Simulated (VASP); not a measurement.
# SiC (Fm-3m) in VASP: a series of runs

The runs below take SiC through single point, with PBEsol.

Everything below comes from runs of VASP 6.6.1. Logs are shortened: lines on timing, memory, paths and dates and some standing lists are left out, and cuts for length are marked.

## 1. The cell of the first run

Symmetry: Fm-3m, No. 225, cubic system. Conventional cell: a = 3.616 Å, b = 3.616 Å, c = 3.616 Å, α = 90.00°, β = 90.00°, γ = 90.00°. Within 2.4 Å of C (site symmetry m-3m) lie 6 Si at 1.81 Å. Si (site symmetry m-3m) has 6 C at 1.81 Å within 2.4 Å.

## 2. Single point, PBEsol (volume scaled by 0.720)

Contents of INCAR:

```
PREC     = Accurate       # precision mode
ENCUT    = 520            # plane-wave cutoff, eV
EDIFF    = 1E-6           # SCF threshold, eV
ISMEAR   = 0              # smearing method
SIGMA    = 0.05           # smearing width, eV
LREAL    = F              # projectors in reciprocal space
LASPH    = T              # aspherical terms in the spheres
NELM     = 60             # most SCF steps
ALGO     = Normal         # electronic algorithm
ISIF     = 2              # what is computed and relaxed
LWAVE    = F              # write WAVECAR
LCHARG   = T              # write CHGCAR
GGA      = PS             # functional
LELF     = T              # ELF
LVHAR    = T            
NBANDS   = 11             # bands
```

Contents of KPOINTS:

```
Automatic mesh
0
Gamma
  20 20 20
```

Contents of POSCAR:

```
SiC
1.0
    0.0000000000      1.8078633819      1.8078633819
    1.8078633819      0.0000000000      1.8078633819
    1.8078633819      1.8078633819      0.0000000000
C Si
1 1
Direct
    0.0000000000      0.0000000000      0.0000000000
    0.5000000000      0.5000000000      0.5000000000
```

Potentials or basis: VASP PAW PBE potentials, release 64 (C, Si).

Run with:

```console
cat potpaw_PBE.64/C/POTCAR potpaw_PBE.64/Si/POTCAR > POTCAR
mpirun -np 1 vasp_std > vasp.out
```

OUTCAR:

```text
PREC = Accurate
   ENCUT = 520
   EDIFF = 1E-6
   ISMEAR = 0
   LREAL = F
   LASPH = T
   NELM = 60
   ISIF = 2
   GGA = PS

 ion  position               nearest neighbor table
   1  0.000  0.000  0.000-   2 1.81   2 1.81   2 1.81   2 1.81   2 1.81   2 1.81
   2  0.500  0.500  0.500-   1 1.81   1 1.81   1 1.81   1 1.81   1 1.81   1 1.81

  LATTYP: Found a face centered cubic cell.
 ALAT       =     3.6157267638

  Lattice vectors:

 A1 = (   0.0000000000,   1.8078633819,   1.8078633819)
 A2 = (   1.8078633819,   0.0000000000,   1.8078633819)
 A3 = (   1.8078633819,   1.8078633819,   0.0000000000)

Analysis of symmetry for initial positions (statically):
=====================================================================
 Subroutine PRICEL returns:
 Original cell was already a primitive cell.

 Routine SETGRP: Setting up the symmetry group for a
 face centered cubic supercell.

 Subroutine GETGRP returns: Found 48 space group operations
 (whereof 48 operations were pure point group operations)
 out of a pool of 48 trial point group operations.

The static configuration has the point symmetry O_h .

Analysis of symmetry for dynamics (positions and initial velocities):
=====================================================================
 Subroutine PRICEL returns:
 Original cell was already a primitive cell.

 Routine SETGRP: Setting up the symmetry group for a
 face centered cubic supercell.

 Subroutine GETGRP returns: Found 48 space group operations
 (whereof 48 operations were pure point group operations)
 out of a pool of 48 trial point group operations.

The dynamic configuration has the point symmetry O_h .

 Subroutine INISYM returns: Found 48 space group operations
 (whereof 48 operations are pure point group operations),
 and found     1 'primitive' translations

----------------------------------------------------------------------------------------

                                     Primitive cell

  volume of cell :      11.8175

  direct lattice vectors                    reciprocal lattice vectors
     0.000000000  1.807863382  1.807863382    -0.276569571  0.276569571  0.276569571
     1.807863382  0.000000000  1.807863382     0.276569571 -0.276569571  0.276569571
     1.807863382  1.807863382  0.000000000     0.276569571  0.276569571 -0.276569571

  length of vectors
     2.556704914  2.556704914  2.556704914     0.479032549  0.479032549  0.479032549

  position of ions in fractional coordinates (direct lattice)
     0.000000000  0.000000000  0.000000000
     0.500000000  0.500000000  0.500000000

  ion indices of the primitive-cell ions
   primitive index   ion index
                 1           1
                 2           2

----------------------------------------------------------------------------------------

 KPOINTS: Automatic mesh

Automatic generation of k-mesh.
 Grid dimensions read from file:
 generate k-points for:   20   20   20

 Generating k-lattice:

  Cartesian coordinates                     Fractional coordinates (reciprocal lattice)
    -0.013828479  0.013828479  0.013828479     0.050000000  0.000000000  0.000000000
     0.013828479 -0.013828479  0.013828479     0.000000000  0.050000000  0.000000000
     0.013828479  0.013828479 -0.013828479     0.000000000  0.000000000  0.050000000

  Length of vectors
     0.023951627  0.023951627  0.023951627

  Shift w.r.t. Gamma in fractional coordinates (k-lattice)
     0.000000000  0.000000000  0.000000000

 Subroutine IBZKPT returns following result:
 ===========================================

 Found    256 irreducible k-points:

 Following reciprocal coordinates:
            Coordinates               Weight
  0.000000  0.000000  0.000000      1.000000
  0.050000  0.000000  0.000000      8.000000
  0.100000  0.000000  0.000000      8.000000
  0.150000  0.000000  0.000000      8.000000
  0.200000  0.000000  0.000000      8.000000
  0.250000  0.000000  0.000000      8.000000
[... 16 lines left out ...]
 -0.400000  0.050000  0.000000     24.000000
 -0.350000  0.050000  0.000000     24.000000
 [... further k-points ...]
   k-points           NKPTS =    256   k-points in BZ     NKDIM =    256   number of bands    NBANDS=     11
   number of dos      NEDOS =    301   number of ions     NIONS =      2
   total plane-waves  NPLWV =   8000
   dimension x,y,z NGX =    20 NGY =   20 NGZ =   20
   dimension x,y,z NGXF=    40 NGYF=   40 NGZF=   40
   ions per type =               1   1
   NGX,Y,Z   is equivalent  to a cutoff of  13.00, 13.00, 13.00 a.u.
   NGXF,Y,Z  is equivalent  to a cutoff of  26.01, 26.01, 26.01 a.u.
 SYSTEM =  unknown system
   PREC   = accura    normal or accurate (medium, high low for compatibility)
   ISTART =      0    job   : 0-new  1-cont  2-samecut
   ICHARG =      2    charge: 1-file 2-atom 10-const
   ISPIN  =      1    spin polarized calculation?
   LNONCOLLINEAR =      F non collinear calculations
   LSORBIT =      F    spin-orbit coupling
   LASPH  =      T    aspherical Exc in radial PAW
   ENCUT  =  520.0 eV  38.22 Ry    6.18 a.u.   4.75  4.75  4.75*2*pi/ulx,y,z
   NELM   =     60;   NELMIN=  2; NELMDL= -5     # of ELM steps
   EDIFF  = 0.1E-05   stopping-criterion for ELM
   LREAL  =      F    real-space projection
   EDIFFG = 0.1E-04   stopping-criterion for IOM
   NSW    =      0    number of steps for IOM
   IBRION =     -1    ionic relax: 0-MD 1-quasi-New 2-CG
   NFREE  =      0    steps in history (QN), initial steepest desc. (CG)
   ISIF   =      2    stress and relaxation
   ISYM   =      2    0-nonsym 1-usesym 2-fastsym
   POTIM  = 0.5000    time-step for ionic-motion
   TEBEG  =    0.0;   TEEND  =   0.0 temperature during run
   PSTRESS=    0.0 pullay stress
   NELECT =       8.0000    total number of electrons
   NUPDOWN=      -1.0000    fix difference up-down
   EMIN   =  10.00;   EMAX   =-10.00  energy-range for DOS
   EFERMI =   0.00;   METHOD = LEGACY
   ISMEAR =     0;   SIGMA  =   0.05  broadening in eV -4-tet -1-fermi 0-gaus
   EFERMI_NEDOS =   21; number of points for ismear=-14 and -15
   IALGO  =     38    algorithm
   IMIX   =      4    mixing-type and parameters
     AMIX     =   0.40;   BMIX     =  1.00
     AMIX_MAG =   1.60;   BMIX_MAG =  1.00
  volume/ion in A,a.u.               =       5.91        39.87
  Fermi-wavevector in a.u.,A,eV,Ry     =   1.437460  2.716406 28.113615  2.066292
  Thomas-Fermi vector in A             =   2.556536
   LORBIT       =      0    0 simple, 1 ext, 2 COOP (PROOUT), +10 PAW based schemes
   GGA     = PS    functional components
   LHFCALC =     F    Hartree Fock is set to
   AEXX    =    0.0000 exact exchange contribution
   IVDW    =     0    specifies the selected vdW correction
   LEPSILON=     F    determine dielectric tensor
   LRPA    =     F    only Hartree local field effects (RPA)
 non-spin polarized calculation
 Gauss-broadening in eV      SIGMA  =   0.05
  energy-cutoff  :      520.00
  volume of cell :       11.82
 maximum number of plane-waves:       332
   NGX =  9   NGY =  9   NGZ =  9

 number of electron       8.0000001 magnetization

 Free energy of the ion-electron system (eV)
  ---------------------------------------------------
  ext. energy  EPLUGINS =         0.00000000
  ---------------------------------------------------
  free energy    TOTEN  =       -12.72511991 eV

  energy without entropy =      -12.72511991  energy(sigma->0) =      -12.72511991

 E-fermi :  18.5951     XC(G=0): -14.3778

 val. band max:       18.3111520054   @ k =   0.0000   0.0000   0.0000
 cond. band min:      18.8961428347   @ k =   0.5000   0.5000   0.0000
 fundamental gap:      0.5849908293
 Fermi energy:        18.5950894504

 k-point     1 :       0.0000    0.0000    0.0000
  band No.  band energies     occupation
      1      -4.5800      2.00000
      2      18.3112      2.00000
      3      18.3112      2.00000
      4      18.3112      2.00000
      5      27.2038      0.00000
      6      27.2038      0.00000
      7      27.2038      0.00000
      8      32.8996      0.00000
      9      33.9179      0.00000
     10      33.9179      0.00000
     11      34.3007      0.00000

 k-point     2 :       0.0500    0.0000    0.0000
  band No.  band energies     occupation
      1      -4.5041      2.00000
      2      17.8786      2.00000
      3      18.2287      2.00000
      4      18.2287      2.00000
      5      27.1088      0.00000
      6      27.3738      0.00000
      7      27.3738      0.00000
      8      33.0018      0.00000
      9      33.0449      0.00000
     10      33.0449      0.00000
     11      34.8939      0.00000

 k-point     3 :       0.1000    0.0000    0.0000
  band No.  band energies     occupation
      1      -4.2767      2.00000
      2      16.7218      2.00000
      3      18.0047      2.00000
      4      18.0047      2.00000
      5      26.9098      0.00000
      6      27.8168      0.00000
      7      27.8168      0.00000
      8      31.8312      0.00000
      9      31.8312      0.00000
     10      33.3070      0.00000
     11      35.3696      0.00000

 k-point     4 :       0.1500    0.0000    0.0000
  band No.  band energies     occupation
      1      -3.8988      2.00000
      2      15.1215      2.00000
      3      17.6925      2.00000
      4      17.6925      2.00000
      5      26.7141      0.00000
      6      28.2431      0.00000
      7      28.2431      0.00000
      8      31.0435      0.00000
      9      31.0435      0.00000
     10      33.7767      0.00000
     11      34.9611      0.00000
[... 239 lines left out ...]
 k-point    22 :      -0.4500    0.0500    0.0000
  band No.  band energies     occupation
      1       1.7259      2.00000
      2       4.1936      2.00000
      3      15.7163      2.00000
      4      16.1170      2.00000
      5      25.1765      0.00000
      6      25.5048      0.00000
      7      26.6887      0.00000
      8      32.3326      0.00000
      9      37.4017      0.00000
     10      38.4843      0.00000
     11      39.2175      0.00000

 k-point    23 :      -0.4000    0.0500    0.0000
  band No.  band energies     occupation
      1       0.5896      2.00000
      2       5.6195      2.00000
      3      15.6962      2.00000
      4      16.3161      2.00000
      5      25.5129      0.00000
      6      25.5784      0.00000
      7      26.6569      0.00000
      8      32.5558      0.00000
      9      36.8907      0.00000
     10      36.8936      0.00000
     11      38.7384      0.00000

 k-point    24 :      -0.3500    0.0500    0.0000
  band No.  band energies     occupation
      1      -0.5199      2.00000
      2       7.2617      2.00000
      3      15.7605      2.00000
      4      16.5789      2.00000
      5      25.8308      0.00000
      6      26.0075      0.00000
      7      26.6229      0.00000
      8      32.9352      0.00000
      9      35.1188      0.00000
     10      35.9492      0.00000
     11      37.8088      0.00000

 [... further k-points ...]

------------------------ aborting loop because EDIFF is reached ----------------------------------------

  FORCE on cell =-STRESS in cart. coord.  units (eV):
  Direction    XX          YY          ZZ          XY          YZ          ZX
  --------------------------------------------------------------------------------------
  -------------------------------------------------------------------------------------
  Total       12.7226208     12.7226208     12.7226208     -0.0000000      0.0000000     -0.0000000
  in kB     1724.8857874   1724.8857874   1724.8857874     -0.0000000      0.0000000     -0.0000000
  external PRESSURE =    1724.8857874 kB  Pullay stress =       0.0000000 kB

 VOLUME and BASIS-vectors are now :
 -----------------------------------------------------------------------------
  energy-cutoff  :      520.00
  volume of cell :       11.82
      direct lattice vectors                 reciprocal lattice vectors
     0.000000000  1.807863382  1.807863382    -0.276569571  0.276569571  0.276569571
     1.807863382  0.000000000  1.807863382     0.276569571 -0.276569571  0.276569571
     1.807863382  1.807863382  0.000000000     0.276569571  0.276569571 -0.276569571

 POSITION                                       TOTAL-FORCE (eV/Angst)
 -----------------------------------------------------------------------------------
      0.00000      0.00000      0.00000         0.000000      0.000000      0.000000
      1.80786      1.80786      1.80786        -0.000000      0.000000     -0.000000
 -----------------------------------------------------------------------------------
    total drift:                                0.000000     -0.000000     -0.000000

  FREE ENERGIE OF THE ION-ELECTRON SYSTEM (eV)
  ---------------------------------------------------
  free  energy   TOTEN  =       -12.7251199082 eV

  energy  without entropy=      -12.7251199082  energy(sigma->0) =      -12.72511991
```

Run time: 23 s. Hardware: 1 thread of Intel Xeon 6975P-C, shared host; peak memory 0.15 GiB.

What came out:

```yaml
Free_energy: -12.7251 eV
Pressure: 172.5 GPa
Band_gap_on_the_k_mesh: 0.58 eV, indirect (least direct gap 6.41 eV)
```

Caveat: the cell differs from its parent crystal (volume scaled by 0.720); the PAW data sets were made with another functional, which shifts forces and pressure a little. A k mesh can miss the band edges.

## 3. Single point, PBEsol

This run uses another cell than the first one, of 8.21 Å³/atom, 1.389 times its volume.

Contents of INCAR:

```
PREC = Accurate ; ENCUT = 520
EDIFF = 1E-6 ; ISMEAR = 0
SIGMA = 0.05 ; LREAL = False
LASPH = True ; NELM = 80
ALGO = Normal ; ISIF = 2
LWAVE = False ; LCHARG = False
GGA = PS ; NBANDS = 11
```

Contents of KPOINTS:

```
regular mesh
0
Gamma
  18 18 18
```

Contents of POSCAR:

```
SiC
1.0
    0.0000000000      2.0170721952      2.0170721952
    2.0170721952      0.0000000000      2.0170721952
    2.0170721952      2.0170721952      0.0000000000
C Si
1 1
Direct
    0.0000000000      0.0000000000      0.0000000000
    0.5000000000      0.5000000000      0.5000000000
```

Potentials or basis: VASP PAW PBE potentials, release 64 (C, Si).

Run with:

```console
cat potpaw_PBE.64/C/POTCAR potpaw_PBE.64/Si/POTCAR > POTCAR
mpirun -np 1 vasp_std > vasp.out
```

Run time: 21 s. Hardware: 1 thread of Intel Xeon 6975P-C, shared host; peak memory 0.16 GiB.

Results (log left out):

* Free energy: -14.6025 eV
* Pressure: 0.6 GPa
* Band gap on the k mesh: zero (band 4 reaches 12.61 eV, above the bottom of band 5 at 11.67 eV)

Levels at points of the mesh, in eV from the Fermi level:
```
           k point  band 1  band 2  band 3  band 4  band 5  band 6  band 7  band 8  band 9
(0.00, 0.00, 0.00)  -18.55    0.07    0.07    0.07    7.77    8.93    8.93    8.93   12.85
(0.50, 0.00, 0.00)  -13.30  -11.61   -1.02   -1.02    5.32    5.32    5.99    9.73   14.91
(0.50, 0.50, 0.00)  -11.49   -9.90   -4.31   -4.31   -0.80    2.42   15.01   15.01   15.24
```

Caveat: the PAW data sets were made with another functional, which shifts forces and pressure a little.

[end of part 1 of 2]
